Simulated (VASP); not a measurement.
# NdAg3Sb2 (P6/mmm) in VASP: a series of runs

The runs below take NdAg3Sb2 through single point, with PBE.

Everything below comes from runs of VASP 6.6.1. Logs are shortened: lines on timing, memory, paths and dates and some standing lists are left out, and cuts for length are marked.

**1. The cell of the first run**

Symmetry: P6/mmm, No. 191, hexagonal system. The conventional cell has a = 4.169 Å, b = 4.169 Å, c = 9.955 Å, α = 90.00°, β = 90.00°, γ = 120.00°. Nd (site symmetry 6/mmm) has 2 Ag at 2.40 Å and 6 Sb at 2.41 Å within 3.2 Å. Ag (site symmetry 6mm) has 1 Nd at 2.40 Å and 1 Ag at 2.58 Å within 3.2 Å. Within 3.4 Å of Ag (site symmetry 6/mmm) lie 2 Ag at 2.58 Å. Within 3.2 Å of Sb (site symmetry -6m2) lie 3 Nd at 2.41 Å and 3 Sb at 2.41 Å.

The cell was built from a structure type or drawn by symmetry, and may not be a known phase.

**2. Single point, PBE**

INCAR reads:

```
ALGO = Normal ; EDIFF = 1E-6
ENCUT = 500 ; GGA = PE
GGA_COMPAT = False ; ISIF = 2
ISMEAR = 0 ; LASPH = True
LCHARG = False ; LMAXMIX = 6
LREAL = False ; LWAVE = False
NBANDS = 36 ; NELM = 200
PREC = Accurate ; SIGMA = 0.1
```

KPOINTS reads:

```
k-points
0
Gamma
  6 6 2
```

POSCAR reads:

```
NdAg3Sb2
1.0
    4.1687787800      0.0000000000      0.0000000000
   -2.0843893900      3.6102683300      0.0000000000
    0.0000000000      0.0000000000      9.9546204100
Nd Ag Sb
1 3 2
Direct
    0.0000000000      0.0000000000      0.5000000000
    0.0000000000      0.0000000000      0.2588155100
    0.0000000000      0.0000000000      0.7411844900
    0.0000000000      0.0000000000      0.0000000000
    0.3333333300      0.6666666700      0.5000000000
    0.6666666700      0.3333333300      0.5000000000
```

Potentials or basis: VASP PAW PBE potentials, release 64 (Nd_3, Ag, Sb), 4f in core.

Started as:

```bash
$ cat potpaw_PBE.64/Nd_3/POTCAR potpaw_PBE.64/Ag/POTCAR potpaw_PBE.64/Sb/POTCAR > POTCAR
$ mpirun -np 1 vasp_std > vasp.out
```

OUTCAR:

```text
EDIFF = 1E-6
   ENCUT = 500
   GGA = PE
   ISIF = 2
   ISMEAR = 0
   LASPH = True
   LREAL = False
   NELM = 200
   PREC = Accurate

 ion  position               nearest neighbor table
   1  0.000  0.000  0.500-   2 2.40   3 2.40   5 2.41   6 2.41   6 2.41   5 2.41   6 2.41   5 2.41

   2  0.000  0.000  0.259-   1 2.40   4 2.58   5 3.40   6 3.40   6 3.40   5 3.40   6 3.40   5 3.40

   3  0.000  0.000  0.741-   1 2.40   4 2.58   5 3.40   6 3.40   6 3.40   5 3.40   6 3.40   5 3.40

   4  0.000  0.000  0.000-   2 2.58   3 2.58
   5  0.333  0.667  0.500-   1 2.41   6 2.41   6 2.41   1 2.41   1 2.41   6 2.41   3 3.40   2 3.40
                             3 3.40   2 3.40   3 3.40   2 3.40
   6  0.667  0.333  0.500-   1 2.41   5 2.41   5 2.41   1 2.41   1 2.41   5 2.41   3 3.40   2 3.40
                             2 3.40   3 3.40   2 3.40   3 3.40

  LATTYP: Found a hexagonal cell.
 ALAT       =     4.1687787800
 C/A-ratio  =     2.3878984555

  Lattice vectors:

 A1 = (   4.1687787800,   0.0000000000,   0.0000000000)
 A2 = (  -2.0843893900,   3.6102683300,   0.0000000000)
 A3 = (   0.0000000000,   0.0000000000,   9.9546204100)

Analysis of symmetry for initial positions (statically):
=====================================================================
 Subroutine PRICEL returns:
 Original cell was already a primitive cell.

 Routine SETGRP: Setting up the symmetry group for a
 hexagonal supercell.

 Subroutine GETGRP returns: Found 24 space group operations
 (whereof 24 operations were pure point group operations)
 out of a pool of 24 trial point group operations.

The static configuration has the point symmetry D_6h.

Analysis of symmetry for dynamics (positions and initial velocities):
=====================================================================
 Subroutine PRICEL returns:
 Original cell was already a primitive cell.

 Routine SETGRP: Setting up the symmetry group for a
 hexagonal supercell.

 Subroutine GETGRP returns: Found 24 space group operations
 (whereof 24 operations were pure point group operations)
 out of a pool of 24 trial point group operations.

The dynamic configuration has the point symmetry D_6h.

 Subroutine INISYM returns: Found 24 space group operations
 (whereof 24 operations are pure point group operations),
 and found     1 'primitive' translations

----------------------------------------------------------------------------------------

                                     Primitive cell

  volume of cell :     149.8211

  direct lattice vectors                    reciprocal lattice vectors
     4.168778780  0.000000000  0.000000000     0.239878404  0.138493861  0.000000000
    -2.084389390  3.610268330  0.000000000     0.000000000  0.276987722  0.000000000
     0.000000000  0.000000000  9.954620410     0.000000000  0.000000000  0.100455865

  length of vectors
     4.168778780  4.168778783  9.954620410     0.276987722  0.276987722  0.100455865

  position of ions in fractional coordinates (direct lattice)
     0.000000000  0.000000000  0.500000000
     0.000000000  0.000000000  0.258815510
     0.000000000  0.000000000  0.741184490
     0.000000000  0.000000000  0.000000000
     0.333333330  0.666666670  0.500000000
     0.666666670  0.333333330  0.500000000

  ion indices of the primitive-cell ions
   primitive index   ion index
                 1           1
                 2           2
                 3           3
                 4           4
                 5           5
                 6           6

----------------------------------------------------------------------------------------

 KPOINTS: k-points

Automatic generation of k-mesh.
 Grid dimensions read from file:
 generate k-points for:    6    6    2

 Generating k-lattice:

  Cartesian coordinates                     Fractional coordinates (reciprocal lattice)
     0.039979734  0.023082310  0.000000000     0.166666667  0.000000000  0.000000000
     0.000000000  0.046164620  0.000000000     0.000000000  0.166666667  0.000000000
     0.000000000  0.000000000  0.050227932     0.000000000  0.000000000  0.500000000

  Length of vectors
     0.046164620  0.046164620  0.050227932

  Shift w.r.t. Gamma in fractional coordinates (k-lattice)
     0.000000000  0.000000000  0.000000000

 Subroutine IBZKPT returns following result:
 ===========================================

 Found     14 irreducible k-points:

 Following reciprocal coordinates:
            Coordinates               Weight
  0.000000  0.000000  0.000000      1.000000
  0.166667 -0.000000  0.000000      6.000000
  0.333333 -0.000000  0.000000      6.000000
  0.500000 -0.000000  0.000000      3.000000
  0.166667  0.166667  0.000000      6.000000
  0.333333  0.166667  0.000000     12.000000
  0.333333  0.333333  0.000000      2.000000
  0.000000  0.000000  0.500000      1.000000
  0.166667 -0.000000  0.500000      6.000000
  0.333333 -0.000000  0.500000      6.000000
  0.500000 -0.000000  0.500000      3.000000
  0.166667  0.166667  0.500000      6.000000
  0.333333  0.166667  0.500000     12.000000
  0.333333  0.333333  0.500000      2.000000
   k-points           NKPTS =     14   k-points in BZ     NKDIM =     14   number of bands    NBANDS=     36
   number of dos      NEDOS =    301   number of ions     NIONS =      6
   total plane-waves  NPLWV =  72000
   dimension x,y,z NGX =    30 NGY =   30 NGZ =   80
   dimension x,y,z NGXF=    60 NGYF=   60 NGZF=  160
   ions per type =               1   3   2
   NGX,Y,Z   is equivalent  to a cutoff of  11.96, 11.96, 13.36 a.u.
   NGXF,Y,Z  is equivalent  to a cutoff of  23.93, 23.93, 26.72 a.u.
 SYSTEM =  unknown system
   PREC   = accura    normal or accurate (medium, high low for compatibility)
   ISTART =      0    job   : 0-new  1-cont  2-samecut
   ICHARG =      2    charge: 1-file 2-atom 10-const
   ISPIN  =      1    spin polarized calculation?
   LNONCOLLINEAR =      F non collinear calculations
   LSORBIT =      F    spin-orbit coupling
   LASPH  =      T    aspherical Exc in radial PAW
   ENCUT  =  500.0 eV  36.75 Ry    6.06 a.u.   7.60  7.60 18.15*2*pi/ulx,y,z
   NELM   =    200;   NELMIN=  2; NELMDL= -5     # of ELM steps
   EDIFF  = 0.1E-05   stopping-criterion for ELM
   LREAL  =      F    real-space projection
[... 7 lines left out ...]
   TEBEG  =    0.0;   TEEND  =   0.0 temperature during run
   PSTRESS=    0.0 pullay stress
   NELECT =      54.0000    total number of electrons
   NUPDOWN=      -1.0000    fix difference up-down
   EMIN   =  10.00;   EMAX   =-10.00  energy-range for DOS
   EFERMI =   0.00;   METHOD = LEGACY
   ISMEAR =     0;   SIGMA  =   0.10  broadening in eV -4-tet -1-fermi 0-gaus
   EFERMI_NEDOS =   21; number of points for ismear=-14 and -15
   IALGO  =     38    algorithm
   IMIX   =      4    mixing-type and parameters
     AMIX     =   0.40;   BMIX     =  1.00
     AMIX_MAG =   1.60;   BMIX_MAG =  1.00
  volume/ion in A,a.u.               =      24.97       168.51
  Fermi-wavevector in a.u.,A,eV,Ry     =   1.165060  2.201645 18.468079  1.357366
  Thomas-Fermi vector in A             =   2.301591
   LORBIT       =      0    0 simple, 1 ext, 2 COOP (PROOUT), +10 PAW based schemes
   GGA     = PE    functional components
   LHFCALC =     F    Hartree Fock is set to
   AEXX    =    0.0000 exact exchange contribution
   IVDW    =     0    specifies the selected vdW correction
   LEPSILON=     F    determine dielectric tensor
   LRPA    =     F    only Hartree local field effects (RPA)
 non-spin polarized calculation
 Gauss-broadening in eV      SIGMA  =   0.10
  energy-cutoff  :      500.00
  volume of cell :      149.82
 maximum number of plane-waves:      3852
   NGX = 15   NGY = 15   NGZ = 37

 number of electron      53.9999985 magnetization

 Free energy of the ion-electron system (eV)
  ---------------------------------------------------
  ext. energy  EPLUGINS =         0.00000000
  ---------------------------------------------------
  free energy    TOTEN  =         3.09280355 eV

  energy without entropy =        3.12439305  energy(sigma->0) =        3.10859830

 E-fermi :   6.0484     XC(G=0):  -9.6797

 val. band max:        6.0305731105   @ k =   0.3333   0.1667   0.0000
 cond. band min:       6.0487450756   @ k =   0.3333   0.1667   0.0000
 fundamental gap:      0.0181719651
 Fermi energy:         6.0484249899

 k-point     1 :       0.0000    0.0000    0.0000
  band No.  band energies     occupation
      1     -32.2709      2.00000
      2     -14.5626      2.00000
      3     -14.5626      2.00000
      4     -13.8789      2.00000
      5      -9.1381      2.00000
      6      -2.5441      2.00000
[... 28 lines left out ...]
     35      12.2141      0.00000
     36      12.5358      0.00000

 k-point     2 :       0.1667   -0.0000    0.0000
  band No.  band energies     occupation
      1     -32.2420      2.00000
      2     -15.1310      2.00000
      3     -14.7338      2.00000
      4     -13.8336      2.00000
      5      -8.2717      2.00000
      6      -3.3855      2.00000
[... 28 lines left out ...]
     35      12.5285      0.00000
     36      12.5555      0.00000

 k-point     3 :       0.3333   -0.0000    0.0000
  band No.  band energies     occupation
      1     -32.1837      2.00000
      2     -16.0076      2.00000
      3     -15.0501      2.00000
      4     -13.7424      2.00000
      5      -6.8094      2.00000
      6      -3.8380      2.00000
[... 28 lines left out ...]
     35      11.0513      0.00000
     36      11.4178      0.00000
[... 352 lines left out ...]
 k-point    13 :       0.3333    0.1667    0.5000
  band No.  band energies     occupation
      1     -32.1548      2.00000
      2     -16.2056      2.00000
      3     -15.4433      2.00000
      4     -13.6981      2.00000
      5      -5.5835      2.00000
      6      -3.7946      2.00000
[... 28 lines left out ...]
     35      10.7247      0.00000
     36      11.2353      0.00000

 k-point    14 :       0.3333    0.3333    0.5000
  band No.  band energies     occupation
      1     -32.1405      2.00000
      2     -15.9844      2.00000
      3     -15.9844      2.00000
      4     -13.6764      2.00000
      5      -3.8807      2.00000
      6      -3.8807      2.00000
[... 28 lines left out ...]
     35      10.4629      0.00000
     36      10.4629      0.00000

------------------------ aborting loop because EDIFF is reached ----------------------------------------

  FORCE on cell =-STRESS in cart. coord.  units (eV):
  Direction    XX          YY          ZZ          XY          YZ          ZX
  --------------------------------------------------------------------------------------
  -------------------------------------------------------------------------------------
  Total       86.0589717     86.0589719     26.4586652     -0.0000000      0.0000000      0.0000000
  in kB      920.3090644    920.3090663    282.9472505     -0.0000000      0.0000000      0.0000000
  external PRESSURE =     707.8551271 kB  Pullay stress =       0.0000000 kB

 VOLUME and BASIS-vectors are now :
 -----------------------------------------------------------------------------
  energy-cutoff  :      500.00
  volume of cell :      149.82
      direct lattice vectors                 reciprocal lattice vectors
     4.168778780  0.000000000  0.000000000     0.239878404  0.138493861  0.000000000
    -2.084389390  3.610268330  0.000000000     0.000000000  0.276987722  0.000000000
     0.000000000  0.000000000  9.954620410     0.000000000  0.000000000  0.100455865

 POSITION                                       TOTAL-FORCE (eV/Angst)
 -----------------------------------------------------------------------------------
      0.00000      0.00000      4.97731        -0.000000     -0.000000      0.000000
      0.00000      0.00000      2.57641        -0.000000      0.000000     -4.210934
      0.00000      0.00000      7.37821        -0.000000     -0.000000      4.210934
      0.00000      0.00000      0.00000        -0.000000     -0.000000      0.000000
     -0.00000      2.40685      4.97731        -0.000000      0.000000      0.000000
      2.08439      1.20342      4.97731         0.000000     -0.000000     -0.000000
 -----------------------------------------------------------------------------------
    total drift:                                0.000000     -0.000000      0.000000

  FREE ENERGIE OF THE ION-ELECTRON SYSTEM (eV)
  ---------------------------------------------------
  free  energy   TOTEN  =         3.0928035532 eV

  energy  without entropy=        3.1243930490  energy(sigma->0) =        3.10859830
```

Run time: 67 s. Hardware: 1 thread of Intel Xeon Platinum 8488C (Sapphire Rapids), shared host; peak memory 0.28 GiB.

What came out:

- Free energy: 3.0928 eV
- Pressure: 70.8 GPa
- Largest force: 4.211 eV/Å
- Band gap on the k mesh: zero (bands 27 and 28 overlap by 1.27 eV)

Forces on the atoms (eV/Å):
```
Nd   0.000  0.000  0.000
Ag   0.000  0.000 -4.211
Ag   0.000  0.000  4.211
Ag   0.000  0.000  0.000
Sb   0.000  0.000  0.000
Sb   0.000  0.000  0.000
```

Stress tensor (GPa, compression positive):
```
92.03  0.00  0.00
 0.00 92.03  0.00
 0.00  0.00 28.29
```

Caveat: the cell stands under pressure; spin-orbit coupling is left out, which moves the levels of the heavy elements; the 4f electrons are frozen in the core, so they carry no moment and show no levels; forces of over 1 eV/Å act on the atoms, so gaps and moduli don't describe the material at rest. Spin polarisation is off, so any magnetic state and its effect on volume and gap are missing.

**3. Single point, PBE**

This run uses another cell than the first one, of 50.06 Å³/atom.

INCAR reads:

```
SYSTEM = NdAg3Sb2
PREC = Accurate
ENCUT = 500
EDIFF = 1E-6
ISMEAR = 0
SIGMA = 0.1
LREAL = .FALSE.
LASPH = .TRUE.
NELM = 200
ALGO = Normal
ISIF = 2
LWAVE = .FALSE.
LCHARG = .TRUE.
GGA = PE
LELF = .TRUE.
LVHAR = .TRUE.
NBANDS = 36
GGA_COMPAT = .FALSE.
LMAXMIX = 6
```

KPOINTS reads:

```
Automatic mesh
0
G
  6 6 2
  0 0 0
```

POSCAR reads:

```
NdAg3Sb2
1.0
    5.5535473826      0.0000000000      0.0000000000
   -2.7767736913      4.8095131145      0.0000000000
    0.0000000000      0.0000000000     11.2455235727
Nd Ag Sb
1 3 2
Direct
    0.0000000000      0.0000000000      0.5000000000
    0.0000000000      0.0000000000      0.2364994430
    0.0000000000      0.0000000000      0.7635005570
    0.0000000000      0.0000000000      0.0000000000
    0.3333333333      0.6666666667      0.5000000000
    0.6666666667      0.3333333333      0.5000000000
```

Potentials or basis: VASP PAW PBE potentials, release 64 (Nd_3, Ag, Sb), 4f in core.

Started as:

```bash
$ cat potpaw_PBE.64/Nd_3/POTCAR potpaw_PBE.64/Ag/POTCAR potpaw_PBE.64/Sb/POTCAR > POTCAR
$ mpirun -np 1 vasp_std > vasp.out
```

Run time: 2.6 min. Hardware: 1 thread of Intel Xeon Platinum 8488C (Sapphire Rapids), shared host; peak memory 0.45 GiB.

The run converged. Its results:

```
Free energy            : -17.1505 eV
Pressure               : 0.2 GPa
Largest force          : 0.020 eV/Å
Band gap on the k mesh : zero (bands 27 and 28 overlap by 1.61 eV)
```

Forces in eV/Å, atoms in the order of the input:
```
Nd   0.000  0.000  0.000
Ag   0.000  0.000 -0.020
Ag   0.000  0.000  0.020
Ag   0.000  0.000  0.000
Sb   0.000  0.000  0.000
Sb   0.000  0.000  0.000
```

Stress tensor (GPa, compression positive):
```
0.18 0.00 0.00
0.00 0.18 0.00
0.00 0.00 0.09
```

Levels at points of the mesh, in eV from the Fermi level:
| k point | band 23 | band 24 | band 25 | band 26 | band 27 | band 28 | band 29 | band 30 | band 31 | band 32 |
| --- | --- | --- | --- | --- | --- | --- | --- | --- | --- | --- |
| (0.00, 0.00, 0.00) | -2.67 | -2.42 | -1.68 | -0.01 | 0.22 | 0.99 | 0.99 | 1.27 | 1.69 | 1.69 |
| (0.50, 0.00, 0.00) | -2.48 | -1.60 | -1.09 | -0.77 | -0.14 | 0.33 | 0.43 | 1.39 | 1.63 | 2.20 |
| (0.00, 0.00, 0.50) | -2.65 | -2.36 | -1.21 | -1.10 | 1.00 | 1.00 | 1.27 | 1.63 | 1.63 | 1.99 |
| (0.50, 0.00, 0.50) | -2.48 | -1.67 | -1.17 | -0.68 | -0.18 | -0.14 | 1.32 | 1.64 | 1.99 | 2.25 |

Caveat: spin-orbit coupling is left out, which moves the levels of the heavy elements; the 4f electrons are frozen in the core, so they carry no moment and show no levels. Spin polarisation is off, so any magnetic state and its effect on volume and gap are missing.
